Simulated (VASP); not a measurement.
BN (lda), 4 atoms in the cell. Symmetry: P6_3mc, No. 186, hexagonal system. The conventional cell has a = 2.570 Å, b = 2.570 Å, c = 4.237 Å, α = 90.00°, β = 90.00°, γ = 120.00°. Within 2.1 Å of B (site symmetry 3m) lie 4 N at 1.58 to 1.59 Å. Within 2.1 Å of N (site symmetry 3m) lie 4 B at 1.58 to 1.59 Å.  This cell differs from its parent crystal: strained cell.

```yaml
Program: VASP 6.6.1
Task: single point
Functional: LDA
Potentials_or_basis: VASP PAW LDA potentials, release 64 (B, N)
Cutoff: 600 eV
k_mesh: 9 × 9 × 6
Occupations: gaussian, width 0.02 eV
Spin: no spin polarisation
Dipole_correction: no
Further_INCAR_settings: ALGO = Normal; EDIFF = 1e-06; NBANDS = 16
```

Potentials or basis: VASP PAW LDA potentials, release 64 (B, N).

Launch:

```console
$ cat potpaw_LDA.64/B/POTCAR potpaw_LDA.64/N/POTCAR > POTCAR
$ mpirun -np 1 vasp_std > vasp.out
```

Hardware: 1 thread of Intel Xeon 6975P-C, on a shared host.

Task: How long does it take, and how much memory?

Result: Run time: 14 s on 1 thread of Intel Xeon 6975P-C (shared host), peak memory 0.14 GiB. Counts: scf iterations 12, k points 48.
